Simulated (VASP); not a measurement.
Set up this calculation in VASP 6.6.1, as the native input.

| Item | Value |
| --- | --- |
| Task | single point |
| Functional | BLYP |
| Potentials or basis | VASP PAW PBE potentials, release 64 (Sn_d, Se) |
| Cutoff | 520 eV |
| k mesh | 8 × 8 × 8 |
| Occupations | fermi-dirac, width 0.05 eV |
| Spin | no spin polarisation |
| Dipole correction | no |
| Further INCAR settings | ALGO = Normal; EDIFF = 1e-06; NBANDS = 17 |

The structure of SnSe lies in POSCAR:

```
SnSe
1.0
    0.0000000000      3.0100000000      3.0100000000
    3.0100000000      0.0000000000      3.0100000000
    3.0100000000      3.0100000000      0.0000000000
Sn Se
1 1
Direct
    0.0000000000      0.0000000000      0.0000000000
    0.5000000000      0.5000000000      0.5000000000
```

The input as run:

INCAR

```
AGGAC    = 1.0          
AGGAX    = 1.0          
ALDAC    = 0.0          
ALDAX    = 1.0          
ALGO     = Normal         # electronic algorithm
EDIFF    = 1E-6           # SCF threshold, eV
ENCUT    = 520            # plane-wave cutoff, eV
GGA      = B5             # functional
ISIF     = 2              # what is computed and relaxed
ISMEAR   = -1             # smearing method
LASPH    = T              # aspherical terms in the spheres
LCHARG   = T              # write CHGCAR
LELF     = T              # ELF
LREAL    = F              # projectors in reciprocal space
LVHAR    = T            
LWAVE    = F              # write WAVECAR
NBANDS   = 17             # bands
NELM     = 60             # most SCF steps
PREC     = Accurate       # precision mode
SIGMA    = 0.05           # smearing width, eV
```

KPOINTS

```
k-points
0
Gamma
  8 8 8
```

Potentials or basis: VASP PAW PBE potentials, release 64 (Sn_d, Se).

Command:

```sh
$ cat potpaw_PBE.64/Sn_d/POTCAR potpaw_PBE.64/Se/POTCAR > POTCAR
$ mpirun -np 1 vasp_std > vasp.out
```

It gave:

| Quantity | Value |
| --- | --- |
| Pressure | 4.9 GPa |
| Band gap on the k mesh | 0.40 eV, direct |

Caveat: the PAW data sets were made with another functional, which shifts forces and pressure a little; spin-orbit coupling is left out, which moves the levels of the heavy elements.

Wall time 27 s on 1 thread of AMD EPYC 9R45 96-Core Processor (Zen 5), on a shared host, peak memory 0.16 GiB.
